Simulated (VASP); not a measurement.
The system is LuH2.

```
CELL_PARAMETERS angstrom
0.00000 2.51650 2.51650
2.51650 0.00000 2.51650
2.51650 2.51650 0.00000
ATOMIC_POSITIONS crystal
Lu 0.00000 0.00000 0.00000
H 0.25000 0.25000 0.25000
H 0.75000 0.75000 0.75000
```

* Program: VASP 6.6.1
* Task: relaxation of cell and atoms
* Functional: PBEsol
* Potentials or basis: VASP PAW PBE potentials, release 64 (Lu, H)
* Cutoff: 600 eV
* k mesh: 14 × 14 × 14
* Occupations: fermi-dirac, width 0.1 eV
* Spin: no spin polarisation

At the start: pressure -3.6 GPa; volume 10.62 Å³/atom.

Where does the relaxation end?

Over 3 steps the energy falls by 4.9 meV/atom and the volume is 10.21 Å³/atom (-3.9 %); space group Fm-3m (No. 225, to 0.1 Å) before and after.

The path:
| step | energy change (eV) | largest force (eV/Å) | pressure (GPa) | volume (Å³) |
| --- | --- | --- | --- | --- |
| 1 | 0.0000 | 0.0000 | -3.64 | 31.87 |
| 2 | -0.0145 | 0.0000 | -0.49 | 30.77 |
| 3 | -0.0147 | 0.0000 | 0.02 | 30.62 |

Final structure:
```
CELL_PARAMETERS angstrom
0.00000 2.48301 2.48301
2.48301 0.00000 2.48301
2.48301 2.48301 0.00000
ATOMIC_POSITIONS crystal
Lu 0.00000 0.00000 0.00000
H 0.25000 0.25000 0.25000
H 0.75000 0.75000 0.75000
```

Caveat: the PAW data sets were made with another functional, which shifts forces and pressure a little.
